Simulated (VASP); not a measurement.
# AlIn3Sb2 (P-6m2) in VASP: notebook

AlIn3Sb2 is run at these levels: PBE; tasks: single point, relaxation of cell and atoms.

Program: VASP 6.6.1. These are calculated values, not measurements. Logs are shortened: lines on timing, memory, paths and dates and some standing lists are left out, and cuts for length are marked.

### Step 1. The cell of the first run

The structure is hexagonal, space group P-6m2 (No. 187). Conventional cell: a = 4.423 Å, b = 4.423 Å, c = 8.858 Å, α = 90.00°, β = 90.00°, γ = 120.00°. Al (site symmetry -6m2) has 3 In at 2.55 Å and 6 Sb at 3.31 Å within 3.4 Å. In (site symmetry -6m2) has 3 In at 2.55 Å and 6 Sb at 3.45 Å within 3.5 Å. In (site symmetry -6m2) has 3 Al at 2.55 Å and 6 Sb at 3.31 Å within 3.4 Å. In (site symmetry -6m2) has 3 In at 2.55 Å and 6 Sb at 3.45 Å within 3.5 Å. Within 4.7 Å of Sb (site symmetry 3m) lie 9 In at 3.31 to 3.45 Å and 3 Al at 3.31 Å and 8 Sb at 4.21 to 4.65 Å.

The cell was built from a structure type or drawn by symmetry, and may not be a known phase.

### Step 2. Single point, PBE

INCAR

```
PREC     = Accurate       # precision mode
ENCUT    = 520            # plane-wave cutoff, eV
EDIFF    = 1E-7           # SCF threshold, eV
ISMEAR   = 0              # smearing method
SIGMA    = 0.1            # smearing width, eV
LREAL    = F              # projectors in reciprocal space
LASPH    = T              # aspherical terms in the spheres
NELM     = 80             # most SCF steps
ALGO     = Fast           # electronic algorithm
ISIF     = 2              # what is computed and relaxed
LWAVE    = F              # write WAVECAR
LCHARG   = F              # write CHGCAR
GGA      = PE             # functional
NBANDS   = 35             # bands
```

KPOINTS

```
regular mesh
0
Gamma
  6 6 2
```

POSCAR

```
AlIn3Sb2
1.0
    4.4227481600      0.0000000000      0.0000000000
   -2.2113740800      3.8302122600      0.0000000000
    0.0000000000      0.0000000000      8.8581143100
Al In Sb
1 3 2
Direct
    0.0000000000      0.0000000000      0.0000000000
    0.0000000000      0.0000000000      0.5000000000
    0.3333333300      0.6666666700      0.0000000000
    0.3333333300      0.6666666700      0.5000000000
    0.6666666700      0.3333333300      0.2376510100
    0.6666666700      0.3333333300      0.7623489900
```

Potentials or basis: VASP PAW PBE potentials, release 64 (Al, In_d, Sb).

The run is started by

```console
$ cat potpaw_PBE.64/Al/POTCAR potpaw_PBE.64/In_d/POTCAR potpaw_PBE.64/Sb/POTCAR > POTCAR
$ mpirun -np 1 vasp_std > vasp.out
```

OUTCAR:

```text
PREC = Accurate
   ENCUT = 520
   EDIFF = 1E-7
   ISMEAR = 0
   LREAL = F
   LASPH = T
   NELM = 80
   ISIF = 2
   GGA = PE

 ion  position               nearest neighbor table
   1  0.000  0.000  0.000-   3 2.55   3 2.55   3 2.55   6 3.31   5 3.31   6 3.31   5 3.31   6 3.31
                             5 3.31
   2  0.000  0.000  0.500-   4 2.55   4 2.55   4 2.55   6 3.45   5 3.45   6 3.45   5 3.45   6 3.45
                             5 3.45
   3  0.333  0.667  0.000-   1 2.55   1 2.55   1 2.55   5 3.31   6 3.31   5 3.31   6 3.31   6 3.31
                             5 3.31
   4  0.333  0.667  0.500-   2 2.55   2 2.55   2 2.55   5 3.45   6 3.45   5 3.45   6 3.45   6 3.45
                             5 3.45
   5  0.667  0.333  0.238-   3 3.31   1 3.31   3 3.31   1 3.31   1 3.31   3 3.31   4 3.45   2 3.45
                             4 3.45   2 3.45   2 3.45   4 3.45
   6  0.667  0.333  0.762-   3 3.31   1 3.31   3 3.31   1 3.31   1 3.31   3 3.31   4 3.45   2 3.45
                             4 3.45   2 3.45   2 3.45   4 3.45

  LATTYP: Found a hexagonal cell.
 ALAT       =     4.4227481600
 C/A-ratio  =     2.0028529750

  Lattice vectors:

 A1 = (   4.4227481600,   0.0000000000,   0.0000000000)
 A2 = (  -2.2113740800,   3.8302122600,   0.0000000000)
 A3 = (   0.0000000000,   0.0000000000,   8.8581143100)

Analysis of symmetry for initial positions (statically):
=====================================================================
 Subroutine PRICEL returns:
 Original cell was already a primitive cell.

 Routine SETGRP: Setting up the symmetry group for a
 hexagonal supercell.

 Subroutine GETGRP returns: Found 12 space group operations
 (whereof 12 operations were pure point group operations)
 out of a pool of 24 trial point group operations.

The static configuration has the point symmetry D_3h.

Analysis of symmetry for dynamics (positions and initial velocities):
=====================================================================
 Subroutine PRICEL returns:
 Original cell was already a primitive cell.

 Routine SETGRP: Setting up the symmetry group for a
 hexagonal supercell.

 Subroutine GETGRP returns: Found 12 space group operations
 (whereof 12 operations were pure point group operations)
 out of a pool of 24 trial point group operations.

The dynamic configuration has the point symmetry D_3h.

 Subroutine INISYM returns: Found 12 space group operations
[... 96 lines left out ...]
   EDIFFG = 0.1E-05   stopping-criterion for IOM
   NSW    =      0    number of steps for IOM
   IBRION =     -1    ionic relax: 0-MD 1-quasi-New 2-CG
   NFREE  =      0    steps in history (QN), initial steepest desc. (CG)
   ISIF   =      2    stress and relaxation
   ISYM   =      2    0-nonsym 1-usesym 2-fastsym
   POTIM  = 0.5000    time-step for ionic-motion
   TEBEG  =    0.0;   TEEND  =   0.0 temperature during run
   PSTRESS=    0.0 pullay stress
   NELECT =      52.0000    total number of electrons
   NUPDOWN=      -1.0000    fix difference up-down
   EMIN   =  10.00;   EMAX   =-10.00  energy-range for DOS
   EFERMI =   0.00;   METHOD = LEGACY
   ISMEAR =     0;   SIGMA  =   0.10  broadening in eV -4-tet -1-fermi 0-gaus
   EFERMI_NEDOS =   21; number of points for ismear=-14 and -15
   IALGO  =     68    algorithm
   IMIX   =      4    mixing-type and parameters
     AMIX     =   0.40;   BMIX     =  1.00
     AMIX_MAG =   1.60;   BMIX_MAG =  1.00
  volume/ion in A,a.u.               =      25.01       168.77
  Fermi-wavevector in a.u.,A,eV,Ry     =   1.149892  2.172981 17.990335  1.322252
  Thomas-Fermi vector in A             =   2.286559
   LORBIT       =      0    0 simple, 1 ext, 2 COOP (PROOUT), +10 PAW based schemes
   GGA     = PE    functional components
   LHFCALC =     F    Hartree Fock is set to
   AEXX    =    0.0000 exact exchange contribution
   IVDW    =     0    specifies the selected vdW correction
   LEPSILON=     F    determine dielectric tensor
   LRPA    =     F    only Hartree local field effects (RPA)
 non-spin polarized calculation
 RMM-DIIS sequential band-by-band and
 Gauss-broadening in eV      SIGMA  =   0.10
  energy-cutoff  :      520.00
  volume of cell :      150.06
 maximum number of plane-waves:      4071
 NGX is ok and might be reduce to    36
   NGX = 17   NGY = 17   NGZ = 33

 number of electron      52.0000019 magnetization

 Free energy of the ion-electron system (eV)
  ---------------------------------------------------
  ext. energy  EPLUGINS =         0.00000000
  ---------------------------------------------------
  free energy    TOTEN  =       -16.84119808 eV

  energy without entropy =      -16.81929740  energy(sigma->0) =      -16.83024774

 E-fermi :   7.6704     XC(G=0): -10.1140

 val. band max:        7.5866473017   @ k =   0.0000   0.0000   0.5000
 cond. band min:       7.6773781108   @ k =   0.1667   0.0000   0.0000
 fundamental gap:      0.0907308091
 Fermi energy:         7.6704328058

 k-point     1 :       0.0000    0.0000    0.0000
  band No.  band energies     occupation
      1      -7.7382      2.00000
      2      -7.5738      2.00000
      3      -7.5738      2.00000
      4      -7.4630      2.00000
      5      -7.4630      2.00000
      6      -7.1223      2.00000
[... 521 lines left out ...]
     34      13.5213      0.00000
     35      13.6828      0.00000

------------------------ aborting loop because EDIFF is reached ----------------------------------------

  FORCE on cell =-STRESS in cart. coord.  units (eV):
  Direction    XX          YY          ZZ          XY          YZ          ZX
  --------------------------------------------------------------------------------------
  -------------------------------------------------------------------------------------
  Total       13.2272956     13.2272956     -0.5163836      0.0000000     -0.0000000      0.0000000
  in kB      141.2294630    141.2294629     -5.5134912      0.0000000     -0.0000000      0.0000000
  external PRESSURE =      92.3151449 kB  Pullay stress =       0.0000000 kB

 VOLUME and BASIS-vectors are now :
 -----------------------------------------------------------------------------
  energy-cutoff  :      520.00
  volume of cell :      150.06
      direct lattice vectors                 reciprocal lattice vectors
     4.422748160  0.000000000  0.000000000     0.226103763  0.130541068  0.000000000
    -2.211374080  3.830212260  0.000000000     0.000000000  0.261082136  0.000000000
     0.000000000  0.000000000  8.858114310     0.000000000  0.000000000  0.112890844

 POSITION                                       TOTAL-FORCE (eV/Angst)
 -----------------------------------------------------------------------------------
      0.00000      0.00000      0.00000         0.000000      0.000000      0.000000
      0.00000      0.00000      4.42906         0.000000      0.000000      0.000000
     -0.00000      2.55347      0.00000         0.000000      0.000000      0.000000
     -0.00000      2.55347      4.42906        -0.000000      0.000000      0.000000
      2.21137      1.27674      2.10514         0.000000     -0.000000     -0.273474
      2.21137      1.27674      6.75297         0.000000     -0.000000      0.273474
 -----------------------------------------------------------------------------------
    total drift:                                0.000011     -0.000006      0.000000

  FREE ENERGIE OF THE ION-ELECTRON SYSTEM (eV)
  ---------------------------------------------------
  free  energy   TOTEN  =       -16.8411980818 eV

  energy  without entropy=      -16.8192974009  energy(sigma->0) =      -16.83024774
```

OSZICAR:

```text
N       E                     dE             d eps       ncg     rms          rms(c)
DAV:   1     0.466707032128E+03    0.46671E+03   -0.22669E+04   980   0.166E+03
DAV:   2     0.306730318623E+02   -0.43603E+03   -0.42658E+03   988   0.418E+02
DAV:   3    -0.149291882567E+02   -0.45602E+02   -0.44583E+02  1197   0.154E+02
DAV:   4    -0.169994896979E+02   -0.20703E+01   -0.20598E+01  1160   0.342E+01
DAV:   5    -0.171095190125E+02   -0.11003E+00   -0.11001E+00  1562   0.707E+00    0.788E+00
RMM:   6    -0.168899769732E+02    0.21954E+00   -0.27104E-01  1102   0.466E+00    0.431E+00
RMM:   7    -0.168409913805E+02    0.48986E-01   -0.15446E-01  1202   0.308E+00    0.671E-01
RMM:   8    -0.168406445214E+02    0.34686E-03   -0.26803E-02  1428   0.127E+00    0.523E-01
RMM:   9    -0.168411641236E+02   -0.51960E-03   -0.69161E-03  1549   0.498E-01    0.544E-01
RMM:  10    -0.168414621312E+02   -0.29801E-03   -0.14688E-03  1499   0.266E-01    0.890E-01
RMM:  11    -0.168412261266E+02    0.23600E-03   -0.28727E-03  1172   0.539E-01    0.717E-02
RMM:  12    -0.168412187378E+02    0.73888E-05   -0.27747E-04  1455   0.131E-01    0.482E-02
RMM:  13    -0.168412119434E+02    0.67944E-05   -0.78181E-05  1546   0.550E-02    0.457E-02
RMM:  14    -0.168412115370E+02    0.40643E-06   -0.20927E-05  1649   0.241E-02    0.355E-02
RMM:  15    -0.168411975900E+02    0.13947E-04   -0.25425E-05  1231   0.472E-02    0.359E-02
RMM:  16    -0.168411980012E+02   -0.41121E-06   -0.38345E-06  1574   0.102E-02    0.156E-02
RMM:  17    -0.168411980818E+02   -0.80578E-07   -0.92202E-07  1098   0.500E-03
   1 F= -.16841198E+02 E0= -.16830248E+02  d E =-.219007E-01
```

stdout:

```text
POSCAR found type information on POSCAR AlInSb
 POSCAR found :  3 types and       6 ions
 scaLAPACK will be used
 LDA part: xc-table for (Slater+PW92), standard interpolation
 POSCAR, INCAR and KPOINTS ok, starting setup
 FFT: planning ... GRIDC
 FFT: planning ... GRID_SOFT
 FFT: planning ... GRID
 WAVECAR not read
 entering main loop
```

Wall time 3 min (1 thread of Intel Xeon Platinum 8375C at 2.90GHz (Ice Lake), shared host); peak memory 0.32 GiB.

What came out:

| Item | Value |
| --- | --- |
| Free energy | -16.8412 eV |
| Pressure | 9.2 GPa |
| Largest force | 0.273 eV/Å |
| Band gap on the k mesh | zero (bands 26 and 27 overlap by 1.93 eV) |

Forces on the atoms (eV/Å):
```
Al   0.000  0.000  0.000
In   0.000  0.000  0.000
In   0.000  0.000  0.000
In   0.000  0.000  0.000
Sb   0.000  0.000 -0.273
Sb   0.000  0.000  0.273
```

Stress tensor (GPa, compression positive):
```
14.12  0.00  0.00
 0.00 14.12  0.00
 0.00  0.00 -0.55
```

Levels at points of the mesh, in eV from the Fermi level:
| k point | band 22 | band 23 | band 24 | band 25 | band 26 | band 27 | band 28 | band 29 | band 30 | band 31 |
| --- | --- | --- | --- | --- | --- | --- | --- | --- | --- | --- |
| (0.00, 0.00, 0.00) | -0.66 | 0.25 | 0.25 | 0.25 | 0.25 | 0.99 | 1.08 | 1.08 | 1.28 | 1.91 |
| (0.50, 0.00, 0.00) | -3.60 | -2.91 | -1.07 | -0.65 | -0.56 | -0.21 | 0.67 | 1.00 | 1.17 | 2.10 |
| (0.00, 0.00, 0.50) | -0.47 | -0.47 | -0.08 | -0.08 | 0.34 | 0.34 | 0.95 | 0.95 | 2.17 | 2.45 |
| (0.50, 0.00, 0.50) | -2.62 | -2.53 | -2.21 | -2.19 | -0.95 | -0.56 | 1.21 | 1.67 | 2.67 | 2.82 |

Caveat: the cell stands under pressure; spin-orbit coupling is left out, which moves the levels of the heavy elements.

### Step 3. Single point, PBE

This run uses another cell than the first one, of 26.71 Å³/atom.

INCAR

```
ALGO = Fast ; EDIFF = 1E-6
ENCUT = 520 ; GGA = PE
ISIF = 2 ; ISMEAR = 0
LASPH = T ; LCHARG = T
LELF = T ; LREAL = F
LVHAR = T ; LWAVE = F
NBANDS = 35 ; NELM = 80
PREC = Accurate ; SIGMA = 0.1
```

KPOINTS

```
k-points
0
Gamma
  6 6 4
```

POSCAR

```
AlIn3Sb2
1.0
    5.3707807406      0.0000000000      0.0000000000
   -2.6853903703      4.6512325595      0.0000000000
    0.0000000000      0.0000000000      6.4152882325
Al In Sb
1 3 2
Direct
    0.0000000000      0.0000000000      0.0000000000
    0.0000000000      0.0000000000      0.5000000000
    0.3333333333      0.6666666667      0.0000000000
    0.3333333333      0.6666666667      0.5000000000
    0.6666666667      0.3333333333      0.2435190605
    0.6666666667      0.3333333333      0.7564809395
```

Potentials or basis: VASP PAW PBE potentials, release 64 (Al, In_d, Sb).

The run is started by

```console
$ cat potpaw_PBE.64/Al/POTCAR potpaw_PBE.64/In_d/POTCAR potpaw_PBE.64/Sb/POTCAR > POTCAR
$ mpirun -np 1 vasp_std > vasp.out
```

Wall time 3 min (1 thread of Intel Xeon Platinum 8375C at 2.90GHz (Ice Lake), shared host); peak memory 0.33 GiB.

Results (log left out):

```yaml
Free_energy: -18.6757 eV
Pressure: -0.1 GPa
Largest_force: 0.009 eV/Å
Band_gap_on_the_k_mesh: zero (bands 26 and 27 overlap by 2.22 eV)
```

Forces in eV/Å, atoms in the order of the input:
```
Al   0.000  0.000  0.000
In   0.000  0.000  0.000
In   0.000  0.000  0.000
In   0.000  0.000  0.000
Sb   0.000  0.000  0.009
Sb   0.000  0.000 -0.009
```

Stress tensor (GPa, compression positive):
```
-0.06  0.00  0.00
 0.00 -0.06  0.00
 0.00  0.00 -0.18
```

Levels at points of the mesh, in eV from the Fermi level:
```tsv
k point	band 24	band 25	band 26	band 27	band 28	band 29
(0.00, 0.00, 0.00)	-1.18	-1.06	-0.99	0.07	0.07	0.99
(0.50, 0.00, 0.00)	-1.28	-0.35	-0.28	0.04	1.40	2.35
(0.00, 0.00, 0.50)	-1.49	-1.49	-1.30	-0.90	-0.34	-0.34
(0.50, 0.00, 0.50)	-0.81	-0.49	0.76	0.87	2.75	2.75
```

Caveat: spin-orbit coupling is left out, which moves the levels of the heavy elements.

### Step 4. Single point, PBE

This run uses another cell than the first one, of 26.02 Å³/atom.

INCAR

```
PREC     = Accurate       # precision mode
ENCUT    = 520            # plane-wave cutoff, eV
EDIFF    = 1E-6           # SCF threshold, eV
ISMEAR   = 0              # smearing method
SIGMA    = 0.1            # smearing width, eV
LREAL    = F              # projectors in reciprocal space
LASPH    = T              # aspherical terms in the spheres
NELM     = 80             # most SCF steps
ALGO     = Fast           # electronic algorithm
ISIF     = 2              # what is computed and relaxed
LWAVE    = F              # write WAVECAR
LCHARG   = T              # write CHGCAR
GGA      = PE             # functional
LELF     = T              # ELF
LVHAR    = T            
NBANDS   = 35             # bands
```

KPOINTS

```
regular mesh
0
Gamma
  6 6 2
```

POSCAR

```
AlIn3Sb2
1.0
    5.2607770399      0.0000000000      0.0000000000
   -2.6303885199      4.5559665602      0.0000000000
    0.0000000000      0.0000000000      6.5135340396
Al In Sb
1 3 2
Direct
    0.0000000000      0.0000000000      0.0000000000
    0.0000000000      0.0000000000      0.5000000000
    0.3333333333      0.6666666667      0.0000000000
    0.3333333333      0.6666666667      0.5000000000
    0.6666666667      0.3333333333      0.2451908251
    0.6666666667      0.3333333333      0.7548091749
```

The run is started by

```console
$ cat potpaw_PBE.64/Al/POTCAR potpaw_PBE.64/In_d/POTCAR potpaw_PBE.64/Sb/POTCAR > POTCAR
$ mpirun -np 1 vasp_std > vasp.out
```

Run time: 2.4 min. Hardware: 1 thread of Intel Xeon Platinum 8375C at 2.90GHz (Ice Lake), shared host; peak memory 0.3 GiB.

Results (log left out):

- Free energy: -18.7688 eV
- Pressure: 0.0 GPa
- Largest force: 0.019 eV/Å
- Band gap on the k mesh: zero (bands 26 and 27 overlap by 1.91 eV)

Forces on the atoms (eV/Å):
```
Al   0.000  0.000  0.000
In   0.000  0.000  0.000
In   0.000  0.000  0.000
In   0.000  0.000  0.000
Sb   0.000  0.000  0.019
Sb   0.000  0.000 -0.019
```

Stress tensor (GPa, compression positive):
```
 0.14  0.00  0.00
 0.00  0.14  0.00
 0.00  0.00 -0.30
```

Levels at points of the mesh, in eV from the Fermi level:
```csv
k point,band 24,band 25,band 26,band 27,band 28,band 29,band 30,band 31
"(0.00, 0.00, 0.00)",-1.19,-0.92,-0.86,-0.06,-0.06,1.10,1.14,1.14
"(0.50, 0.00, 0.00)",-1.26,-0.45,-0.35,-0.18,1.71,2.63,3.10,3.84
"(0.00, 0.00, 0.50)",-1.52,-1.46,-1.35,-1.16,-0.41,-0.41,-0.26,-0.26
"(0.50, 0.00, 0.50)",-0.97,-0.73,0.48,0.57,2.71,2.88,3.00,3.21
```

Caveat: the k points lie up to 0.48 Å⁻¹ apart, too coarse for converged energies and pressures of a metal; spin-orbit coupling is left out, which moves the levels of the heavy elements.

### Step 5. Relaxation of cell and atoms, PBE

INCAR

```
  PREC = Accurate
  ENCUT = 600
  EDIFF = 1E-7
  ISMEAR = 0
  SIGMA = 0.1
  LREAL = False
  LASPH = True
  NELM = 80
  ALGO = Normal
  ISIF = 3
  LWAVE = False
  LCHARG = False
  GGA = PE
  IBRION = 2
  NSW = 90
  EDIFFG = -0.04
```

KPOINTS

```
Automatic mesh
0
Gamma
  6 6 2
```

POSCAR

```
AlIn3Sb2
1.0
    4.4227481600      0.0000000000      0.0000000000
   -2.2113740800      3.8302122600      0.0000000000
    0.0000000000      0.0000000000      8.8581143100
Al In Sb
1 3 2
Direct
    0.0000000000      0.0000000000      0.0000000000
    0.0000000000      0.0000000000      0.5000000000
    0.3333333300      0.6666666700      0.0000000000
    0.3333333300      0.6666666700      0.5000000000
    0.6666666700      0.3333333300      0.2376510100
    0.6666666700      0.3333333300      0.7623489900
```

The run is started by

```console
$ cat potpaw_PBE.64/Al/POTCAR potpaw_PBE.64/In_d/POTCAR potpaw_PBE.64/Sb/POTCAR > POTCAR
$ mpirun -np 1 vasp_std > vasp.out
```

It took 53 min on 1 thread of Intel Xeon Platinum 8375C at 2.90GHz (Ice Lake), shared host; peak memory 0.36 GiB.

It converged, with:

```yaml
Free_energy: -18.7643 eV
Relaxed_volume: 26.16 Å³/atom
Relaxed_cell: a = 5.288 Å, b = 5.288 Å, c = 6.481 Å, α = 90.00°, β = 90.00°, γ = 120.00°
Space_group_after_relaxing_to_0.1_Å: P-6m2 (No. 187)
Pressure_after_relaxing: 0.0 GPa
Largest_force_after_relaxing: 0.034 eV/Å
```

Forces on the atoms (eV/Å):
```
Al   0.000  0.000  0.000
In   0.000  0.000  0.000
In   0.000  0.000  0.000
In   0.000  0.000  0.000
Sb   0.000  0.000 -0.034
Sb   0.000  0.000  0.034
```

Stress tensor (GPa, compression positive):
```
-0.04  0.00  0.00
 0.00 -0.04  0.00
 0.00  0.00  0.07
```

Final structure:
```
CELL_PARAMETERS angstrom
5.28752 0.00000 0.00000
-2.64376 4.57912 0.00000
0.00000 0.00000 6.48148
ATOMIC_POSITIONS crystal
Al 0.00000 0.00000 0.00000
In 0.00000 0.00000 0.50000
In 0.33333 0.66667 0.00000
In 0.33333 0.66667 0.50000
Sb 0.66667 0.33333 0.24656
Sb 0.66667 0.33333 0.75344
```

Levels at points of the mesh, in eV from the Fermi level:
| k point | band 23 | band 24 | band 25 | band 26 | band 27 | band 28 | band 29 | band 30 | band 31 |
| --- | --- | --- | --- | --- | --- | --- | --- | --- | --- |
| (0.00, 0.00, 0.00) | -1.18 | -1.18 | -0.92 | -0.87 | 0.00 | 0.00 | 1.10 | 1.20 | 1.20 |
| (0.50, 0.00, 0.00) | -3.29 | -1.24 | -0.38 | -0.34 | -0.11 | 1.66 | 2.58 | 3.08 | 3.98 |
| (0.00, 0.00, 0.50) | -1.54 | -1.51 | -1.47 | -1.32 | -1.11 | -0.37 | -0.37 | -0.25 | -0.25 |
| (0.50, 0.00, 0.50) | -2.95 | -0.85 | -0.67 | 0.60 | 0.66 | 2.74 | 2.94 | 2.99 | 3.31 |

Caveat: the highest band is partly filled, so the run has too few bands; a cell axis changed by over 15 % at a fixed basis, so the end point is rough; spin-orbit coupling is left out, which moves the levels of the heavy elements.

(Continued in part 2 of 2.)
